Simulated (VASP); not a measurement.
# CuRe12 (a cell with a defect) in VASP: further runs, part 2 of 2

VASP 6.6.1. Earlier steps stand in the parts before.

## 5. Single point, PBEsol

Input file INCAR:

```
SYSTEM = CuRe12
PREC     = Accurate       ! precision mode
ENCUT    = 520            ! plane-wave cutoff, eV
EDIFF    = 1E-7           ! SCF threshold, eV
ISMEAR   = -1             ! smearing method
SIGMA    = 0.15           ! smearing width, eV
LREAL    = .FALSE.        ! projectors in reciprocal space
LASPH    = .TRUE.         ! aspherical terms in the spheres
NELM     = 80             ! most SCF steps
ALGO     = Normal         ! electronic algorithm
ISIF     = 2              ! what is computed and relaxed
LWAVE    = .FALSE.        ! write WAVECAR
LCHARG   = .FALSE.        ! write CHGCAR
GGA      = PS             ! functional
NBANDS   = 60             ! bands
```

Input file KPOINTS:

```
regular mesh
0
G
  2 2 2
  0 0 0
```

Input file POSCAR:

```
CuRe12
1.0
    5.5200000000      0.0000000000      0.0000000000
   -4.1400000000      7.1706900000      0.0000000000
    0.0000000000      0.0000000000      4.4574000000
Re Cu
12 1
Direct
   -0.0056810043     -0.0017292618      0.0289406380
    0.1713241629      0.2064515409      0.4708798851
   -0.0526411979      0.2854397554     -0.0342127698
    0.1984987313      0.5880466176      0.4614573518
   -0.0499096928      0.6485986704     -0.0016377260
    0.0790353382      0.8418297263      0.5180149863
    0.4675316833     -0.0672041324      0.1367164715
    0.7456398977      0.3055633419      0.4296450846
    0.4666125233      0.3468843305     -0.0113070400
    0.6393180181      0.5589699178      0.4841611702
    0.5157977317      0.6665467340     -0.0467088437
    0.7045040586      0.9481793244      0.5818189976
    0.4441855316      0.1030444769      0.7720195630
```

Potentials or basis: VASP PAW PBE potentials, release 64 (Re, Cu).

Launch:

```bash
> cat potpaw_PBE.64/Re/POTCAR potpaw_PBE.64/Cu/POTCAR > POTCAR
> mpirun -np 1 vasp_std > vasp.out
```

OUTCAR:

```text
SYSTEM = CuRe12
   PREC = Accurate
   ENCUT = 520
   EDIFF = 1E-7
   ISMEAR = -1
   LREAL = .FALSE.
   LASPH = .TRUE.
   NELM = 80
   ISIF = 2
   GGA = PS

 ion  position               nearest neighbor table
   1  0.994  0.998  0.029-  12 2.46  13 2.47   2 2.47   3 2.53   6 2.69  11 2.72   7 2.72   9 2.76
                             6 2.77   5 2.78  12 2.85   2 2.90   7 2.96
   2  0.171  0.206  0.471-  12 2.44  13 2.47   1 2.47   9 2.59   9 2.73   3 2.76  10 2.77   3 2.80
                             6 2.81   8 2.86   8 2.86   1 2.90   4 3.09
   3  0.947  0.285  0.966-   8 2.39   1 2.53  13 2.56   9 2.65   8 2.68   2 2.76   2 2.80   7 2.90
                             9 2.94  12 2.96   5 3.00   4 3.10   4 3.13  11 3.15
   4  0.198  0.588  0.461-   8 2.43   6 2.51  10 2.56   5 2.66  11 2.68  11 2.74   7 2.87   5 2.92
                            12 2.94  10 2.98   2 3.09   3 3.10   3 3.13
   5  0.950  0.649  0.998-  11 2.48   6 2.55   9 2.59  10 2.63   4 2.66   6 2.70   7 2.71  10 2.73
                             1 2.78   4 2.92   3 3.00  11 3.06   8 3.14
   6  0.079  0.842  0.518-  13 2.38  10 2.39   4 2.51   7 2.54   5 2.55  12 2.64   1 2.69   5 2.70
                             1 2.77   2 2.81  12 3.12  11 3.32   7 3.34
   7  0.468  0.933  0.137-  13 2.20  12 2.34  11 2.49   6 2.54   5 2.71   1 2.72  12 2.77   4 2.87
                             3 2.90   1 2.96   8 2.97   6 3.34
   8  0.746  0.306  0.430-  13 2.26   3 2.39   4 2.43  10 2.46   9 2.62   3 2.68   2 2.86   2 2.86
                            12 2.93   7 2.97   9 3.04   5 3.14
   9  0.467  0.347  0.989-  13 2.19  11 2.53   5 2.59   2 2.59   8 2.62   3 2.65  10 2.68  10 2.72
                             2 2.73   1 2.76   3 2.94   8 3.04
  10  0.639  0.559  0.484-   6 2.39   8 2.46  11 2.50   4 2.56   5 2.63   9 2.68   9 2.72  11 2.73
                             5 2.73   2 2.77   4 2.98  12 3.09
  11  0.516  0.667  0.953-   5 2.48   7 2.49  10 2.50   9 2.53  12 2.61   4 2.68   1 2.72  10 2.73
                             4 2.74   5 3.06   3 3.15   6 3.32
  12  0.705  0.948  0.582-   7 2.34   2 2.44   1 2.46  13 2.50  11 2.61   6 2.64   7 2.77   1 2.85
                             8 2.93   4 2.94   3 2.96  10 3.09   6 3.12
  13  0.444  0.103  0.772-   9 2.19   7 2.20   8 2.26   6 2.38   1 2.47   2 2.47  12 2.50   3 2.56

  LATTYP: Found a simple monoclinic cell.
 ALAT       =     5.5200000000
 B/A-ratio  =     0.8075000000
 C/A-ratio  =     1.3228755945
 COS(beta)  =    -0.1889822452

  Lattice vectors:

 A1 = (   5.5200000000,   0.0000000000,   0.0000000000)
 A2 = (   0.0000000000,   0.0000000000,   4.4574000000)
 A3 = (  -1.3800000000,  -7.1706900000,   0.0000000000)

Analysis of symmetry for initial positions (statically):
=====================================================================
 Subroutine PRICEL returns:
 Original cell was already a primitive cell.

 Routine SETGRP: Setting up the symmetry group for a
 simple monoclinic supercell.

 Subroutine GETGRP returns: Found  1 space group operations
 (whereof  1 operations were pure point group operations)
 out of a pool of  4 trial point group operations.

The static configuration has the point symmetry C_1 .

Analysis of symmetry for dynamics (positions and initial velocities):
=====================================================================
 Subroutine PRICEL returns:
 Original cell was already a primitive cell.

 Routine SETGRP: Setting up the symmetry group for a
 simple monoclinic supercell.

 Subroutine GETGRP returns: Found  1 space group operations
 (whereof  1 operations were pure point group operations)
 out of a pool of  4 trial point group operations.

[... 95 lines left out ...]
 SYSTEM =  CuRe12
   PREC   = accura    normal or accurate (medium, high low for compatibility)
   ISTART =      0    job   : 0-new  1-cont  2-samecut
   ICHARG =      2    charge: 1-file 2-atom 10-const
   ISPIN  =      1    spin polarized calculation?
   LNONCOLLINEAR =      F non collinear calculations
   LSORBIT =      F    spin-orbit coupling
   LASPH  =      T    aspherical Exc in radial PAW
   ENCUT  =  520.0 eV  38.22 Ry    6.18 a.u.  10.26 15.40  8.29*2*pi/ulx,y,z
   NELM   =     80;   NELMIN=  2; NELMDL= -5     # of ELM steps
   EDIFF  = 0.1E-06   stopping-criterion for ELM
   LREAL  =      F    real-space projection
   EDIFFG = 0.1E-05   stopping-criterion for IOM
   NSW    =      0    number of steps for IOM
   IBRION =     -1    ionic relax: 0-MD 1-quasi-New 2-CG
   NFREE  =      0    steps in history (QN), initial steepest desc. (CG)
   ISIF   =      2    stress and relaxation
   ISYM   =      2    0-nonsym 1-usesym 2-fastsym
   POTIM  = 0.5000    time-step for ionic-motion
   TEBEG  =    0.0;   TEEND  =   0.0 temperature during run
   PSTRESS=    0.0 pullay stress
   NELECT =      95.0000    total number of electrons
   NUPDOWN=      -1.0000    fix difference up-down
   EMIN   =  10.00;   EMAX   =-10.00  energy-range for DOS
   EFERMI =   0.00;   METHOD = LEGACY
   ISMEAR =    -1;   SIGMA  =   0.15  broadening in eV -4-tet -1-fermi 0-gaus
   EFERMI_NEDOS =   21; number of points for ismear=-14 and -15
   IALGO  =     38    algorithm
   IMIX   =      4    mixing-type and parameters
     AMIX     =   0.40;   BMIX     =  1.00
     AMIX_MAG =   1.60;   BMIX_MAG =  1.00
  volume/ion in A,a.u.               =      13.57        91.59
  Fermi-wavevector in a.u.,A,eV,Ry     =   1.331851  2.516833 24.134366  1.773826
  Thomas-Fermi vector in A             =   2.460830
   LORBIT       =      0    0 simple, 1 ext, 2 COOP (PROOUT), +10 PAW based schemes
   GGA     = PS    functional components
   LHFCALC =     F    Hartree Fock is set to
   AEXX    =    0.0000 exact exchange contribution
   IVDW    =     0    specifies the selected vdW correction
   LEPSILON=     F    determine dielectric tensor
   LRPA    =     F    only Hartree local field effects (RPA)
 non-spin polarized calculation
  energy-cutoff  :      520.00
  volume of cell :      176.43
 maximum number of plane-waves:      4768
 NGX is ok and might be reduce to    42
   NGX = 21   NGY = 31   NGZ = 17

 number of electron      94.9999994 magnetization

 Free energy of the ion-electron system (eV)
  ---------------------------------------------------
  ext. energy  EPLUGINS =         0.00000000
  ---------------------------------------------------
  free energy    TOTEN  =      -156.62325131 eV

  energy without entropy =     -155.87050052  energy(sigma->0) =     -156.24687591

 E-fermi :   8.9655     XC(G=0): -14.0748

 val. band max:        8.9483027354   @ k =   0.0000   0.0000   0.5000
 cond. band min:       8.9803160226   @ k =   0.5000   0.0000   0.0000
 fundamental gap:      0.0320132872
 Fermi energy:         8.9654501098

 k-point     1 :       0.0000    0.0000    0.0000
  band No.  band energies     occupation
      1      -1.7829      2.00000
      2       1.3479      2.00000
      3       1.3595      2.00000
      4       1.6660      2.00000
      5       2.0645      2.00000
      6       2.2178      2.00000
[... 485 lines left out ...]
     58      11.1327      0.00000
     59      11.6268      0.00000
 [bands above 59 left out]

------------------------ aborting loop because EDIFF is reached ----------------------------------------

  FORCE on cell =-STRESS in cart. coord.  units (eV):
  Direction    XX          YY          ZZ          XY          YZ          ZX
  --------------------------------------------------------------------------------------
  -------------------------------------------------------------------------------------
  Total       45.0274786     45.5694019     49.6140043     -0.5995331     -0.4842632      0.6267026
  in kB      408.8900822    413.8112340    450.5398687     -5.4443004     -4.3975467      5.6910242
  external PRESSURE =     424.4137283 kB  Pullay stress =       0.0000000 kB

 VOLUME and BASIS-vectors are now :
 -----------------------------------------------------------------------------
  energy-cutoff  :      520.00
  volume of cell :      176.43
      direct lattice vectors                 reciprocal lattice vectors
     5.520000000  0.000000000  0.000000000     0.181159420  0.104592445  0.000000000
    -4.140000000  7.170690000  0.000000000     0.000000000  0.139456593  0.000000000
     0.000000000  0.000000000  4.457400000     0.000000000  0.000000000  0.224346031

 POSITION                                       TOTAL-FORCE (eV/Angst)
 -----------------------------------------------------------------------------------
      1.35580      7.15829      0.12900         0.973660     -2.200203      1.215021
      0.09100      1.48040      2.09890        -0.149788      3.181955      0.261030
      4.04770      2.04680      4.30490         0.069642      1.885445     -1.582603
     -1.33880      4.21670      2.05690         1.197780     -1.361660      0.882465
      2.55930      4.65090      4.45010         3.033353      0.025062     -0.787426
     -3.04890      6.03650      2.30900         0.670851      2.391714      0.224342
     -1.28100      6.68879      0.60940        -0.213643     -0.418598      0.219049
      2.85090      2.19110      1.91510         1.028532     -1.064823     -0.655042
      1.13960      2.48740      4.40700        -0.677933      0.962077      1.446756
      1.21490      4.00820      2.15810        -2.087688      0.283441     -0.651156
      0.08770      4.77960      4.24920        -3.202871     -0.364418      1.385866
     -0.03660      6.79910      2.59340        -1.060950     -1.491346     -0.056508
      2.02530      0.73890      3.44120         0.419054     -1.828647     -1.901795
 -----------------------------------------------------------------------------------
    total drift:                                0.000374      0.000246      0.000355

  FREE ENERGIE OF THE ION-ELECTRON SYSTEM (eV)
  ---------------------------------------------------
  free  energy   TOTEN  =      -156.6232513073 eV

  energy  without entropy=     -155.8705005192  energy(sigma->0) =     -156.24687591
```

It took 6 min on 1 thread of Intel Xeon Platinum 8375C at 2.90GHz (Ice Lake), shared host; peak memory 0.33 GiB.

What came out:

```
Free energy   : -156.6233 eV
Pressure      : 42.4 GPa
Largest force : 3.509 eV/Å
```

Forces in eV/Å, atoms in the order of the input:
```
Re   0.974 -2.200  1.215
Re  -0.150  3.182  0.261
Re   0.070  1.885 -1.583
Re   1.198 -1.362  0.882
Re   3.033  0.025 -0.787
Re   0.671  2.392  0.224
Re  -0.214 -0.419  0.219
Re   1.029 -1.065 -0.655
Re  -0.678  0.962  1.447
Re  -2.088  0.283 -0.651
Re  -3.203 -0.364  1.386
Re  -1.061 -1.491 -0.057
Cu   0.419 -1.829 -1.902
```

Levels at points of the mesh, in eV from the Fermi level:
| k point | band 43 | band 44 | band 45 | band 46 | band 47 | band 48 | band 49 | band 50 | band 51 | band 52 |
| --- | --- | --- | --- | --- | --- | --- | --- | --- | --- | --- |
| (0.00, 0.00, 0.00) | -0.98 | -0.69 | -0.52 | -0.42 | -0.15 | -0.12 | 0.07 | 0.47 | 0.60 | 0.99 |
| (0.50, 0.00, 0.00) | -1.01 | -0.92 | -0.69 | -0.47 | -0.30 | 0.01 | 0.10 | 0.22 | 0.38 | 0.81 |
| (0.00, 0.50, 0.00) | -1.00 | -0.90 | -0.65 | -0.51 | -0.35 | -0.14 | -0.03 | 0.17 | 0.33 | 0.81 |
| (0.50, 0.50, 0.00) | -0.97 | -0.81 | -0.71 | -0.36 | -0.23 | -0.17 | 0.09 | 0.20 | 0.56 | 0.83 |
| (0.00, 0.00, 0.50) | -0.75 | -0.41 | -0.26 | -0.21 | -0.02 | 0.17 | 0.37 | 0.62 | 0.78 | 0.96 |
| (0.50, 0.00, 0.50) | -1.19 | -0.83 | -0.66 | -0.43 | -0.27 | 0.05 | 0.29 | 0.45 | 0.66 | 1.00 |
| (0.00, 0.50, 0.50) | -0.74 | -0.66 | -0.37 | -0.13 | -0.07 | 0.28 | 0.38 | 0.51 | 0.64 | 1.02 |
| (0.50, 0.50, 0.50) | -1.13 | -0.80 | -0.58 | -0.54 | -0.40 | 0.07 | 0.32 | 0.38 | 0.84 | 0.98 |

Caveat: the k points lie up to 0.70 Å⁻¹ apart; the PAW data sets were made with another functional, which shifts forces and pressure a little; spin-orbit coupling is left out, which moves the levels of the heavy elements.
